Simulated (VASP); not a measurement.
Runs of VASP 6.6.1 on Rb. The structure is cubic, space group Im-3m (No. 229). The conventional cell has a = 5.735 Å, b = 5.735 Å, c = 5.735 Å, α = 90.00°, β = 90.00°, γ = 90.00°. 

```tsv
smearing	gap on the mesh (eV)	pressure (GPa)
gaussian 0.03 eV	none	0.0
gaussian 0.1 eV	none	0.0
fermi-dirac 1 eV	none	(a)
gaussian 0.3 eV	none	0.0
fermi-dirac 0.6 eV	none	0.3
methfessel-paxton 0.1 eV	none	0.0
methfessel-paxton 0.01 eV	none	0.0
gaussian 0.01 eV	none	0.0
methfessel-paxton 0.03 eV	none	0.0
gaussian 1 eV	none	0.1
gaussian 0.6 eV	none	0.1
gaussian 0.2 eV	none	0.0
```

Alike in all rows: task single point; level r2SCAN; potentials or basis VASP PAW PBE potentials, release 64 (Rb_sv); no spin polarisation; cell as given; k mesh 8 × 8 × 8; cutoff (eV) 520.

**Question.** Fill in the values left out.

**Answer.** (a) 0.5.

Caveats: the PAW data sets were made with another functional, which shifts forces and pressure a little; so wide a smearing shifts energies and pressures (at least some runs).

A k mesh can miss the band edges, and the runs leave out spin-orbit coupling on Rb.

A gap of «none» marks levels without a gap at the run's occupations.
